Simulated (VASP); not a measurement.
A run of VASP 6.6.1:

File INCAR:

```
SYSTEM = WC
PREC = Accurate ; ENCUT = 520
EDIFF = 1E-6 ; ISMEAR = 0
SIGMA = 0.05 ; LREAL = .FALSE.
LASPH = .TRUE. ; NELM = 80
ALGO = Normal ; ISIF = 2
LWAVE = .FALSE. ; LCHARG = .FALSE.
GGA = PE ; NBANDS = 16
```

File KPOINTS:

```
regular mesh
0
G
  15 15 12
  0 0 0
```

File POSCAR:

```
WC
1.0
    2.9065000000      0.0000000000      0.0000000000
   -1.4532500000      2.5171028361      0.0000000000
    0.0000000000      0.0000000000      2.8366000000
W C
1 1
Direct
    0.0000000000      0.0000000000      0.0352534725
    0.6666666667      0.3333333333      0.5000000000
```

Potentials or basis: VASP PAW PBE potentials, release 64 (W_sv, C).

Run with:

```sh
$ cat potpaw_PBE.64/W_sv/POTCAR potpaw_PBE.64/C/POTCAR > POTCAR
$ mpirun -np 1 vasp_std > vasp.out
```

Hardware: 1 thread of AMD EPYC 7R13, on a shared host.

**Question.** Estimate the wall time of this run.

**Answer.** Run time: 2.4 min on 1 thread of AMD EPYC 7R13, on a shared host, peak memory 0.19 GiB. Counts: scf iterations 11, k points 284.
